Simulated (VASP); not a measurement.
# Os: relaxation of volume and atoms at fixed shape with LDA

The system is Os.

```xyz
1
Lattice="0.0000 1.9100 1.9100 1.9100 0.0000 1.9100 1.9100 1.9100 0.0000" Properties=species:S:1:pos:R:3 pbc="T T T"
Os    0.0000    0.0000    0.0000
```

This isn't the form of Os at room conditions, which is hcp.

```json
{"Program": "VASP 6.6.1", "Task": "relaxation of volume and atoms at fixed shape", "Functional": "LDA", "Potentials or basis": "VASP PAW LDA potentials, release 64 (Os)", "Cutoff": "600 eV", "k mesh": "10 × 10 × 10", "Occupations": "fermi-dirac, width 0.05 eV", "Spin": "no spin polarisation", "Dipole correction": "no", "Further INCAR settings": "ALGO = Normal; EDIFF = 1e-07; IBRION = 2; EDIFFG = -0.03; NSW = 80; ISIF = 8"}
```

```yaml
Relaxed_volume: 13.81 Å³/atom
Relaxed_cell: a = 2.693 Å, b = 2.693 Å, c = 2.693 Å, α = 60.00°, β = 60.00°, γ = 60.00°
Space_group_after_relaxing_to_0.1_Å: Fm-3m (No. 225)
Energy_gained_by_relaxing: 1.7 meV/atom
Ionic_steps: 3
Pressure_after_relaxing: -0.1 GPa
Band_gap_on_the_k_mesh: zero (bands 4 and 5 overlap by 4.09 eV)
```

Step by step:
| step | energy change (eV) | largest force (eV/Å) | pressure (GPa) | volume (Å³) |
| --- | --- | --- | --- | --- |
| 1 | 0.0000 | 0.0000 | -4.11 | 13.94 |
| 2 | 0.0347 | 0.0000 | 21.06 | 13.23 |
| 3 | -0.0017 | 0.0000 | -0.09 | 13.81 |

Final structure:
```
Os
1.0
     0.00000    1.90412    1.90412
     1.90412    0.00000    1.90412
     1.90412    1.90412    0.00000
Os
1
Direct
  0.00000 0.00000 0.00000
```

Levels at points of the mesh, in eV from the Fermi level:
```tsv
k point	band 1	band 2	band 3	band 4	band 5	band 6	band 7	band 8
(0.00, 0.00, 0.00)	-10.92	-3.13	-3.13	-3.13	0.00	0.00	14.25	20.12
(0.50, 0.00, 0.00)	-7.85	-3.28	-3.28	-0.16	2.47	2.47	9.15	13.80
(0.50, 0.50, 0.00)	-7.76	-7.07	2.44	2.45	3.16	3.16	12.38	12.38
```

It took 7.9 s on 1 thread of Intel(R) Xeon(R) 6975P-C (Granite Rapids) (shared host), peak memory 0.14 GiB.

Caveat: spin-orbit coupling is left out, which moves the levels of the heavy elements.
